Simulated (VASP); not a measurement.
Set up this calculation in VASP 6.6.1, as the native input.

```yaml
Task: single point
Functional: PBE
Potentials_or_basis: VASP PAW PBE potentials, release 64 (In_d, Sb)
Cutoff: 520 eV
k_mesh: 9 × 9 × 9
Occupations: gaussian, width 0.1 eV
Spin: no spin polarisation
Dipole_correction: no
Further_INCAR_settings: ALGO = Normal; EDIFF = 1e-06; NBANDS = 16
```

The structure of InSb lies in POSCAR:

```
InSb
1.0
    4.6915474111      0.0000000000      0.0000000000
   -2.3457737056      4.0629992411      0.0000000000
    2.3457737056     -1.3543330804      3.8306324204
In Sb
1 1
Direct
    0.0000000000      0.0000000000      0.0000000000
    0.7500000000      0.2500000000      0.7500000000
```

The input as run:

INCAR

```
SYSTEM = InSb
ALGO = Normal ; EDIFF = 1E-6
ENCUT = 520 ; GGA = PE
ISIF = 2 ; ISMEAR = 0
LASPH = .True. ; LCHARG = .True.
LELF = .True. ; LREAL = .False.
LVHAR = .True. ; LWAVE = .False.
NBANDS = 16 ; NELM = 100
PREC = Accurate ; SIGMA = 0.1
```

KPOINTS

```
k-points
0
Gamma
  9 9 9
  0 0 0
```

Potentials or basis: VASP PAW PBE potentials, release 64 (In_d, Sb).

Command:

```bash
$ cat potpaw_PBE.64/In_d/POTCAR potpaw_PBE.64/Sb/POTCAR > POTCAR
$ mpirun -np 1 vasp_std > vasp.out
```

Results of the run:

* Pressure: 0.0 GPa
* Band gap on the k mesh: zero (filled and empty bands touch)

Caveat: spin-orbit coupling is left out, which moves the levels of the heavy elements.

Run time: 25 s on 1 thread of Intel(R) Xeon(R) Platinum 8488C (Sapphire Rapids), with other jobs on the host, peak memory 0.22 GiB.
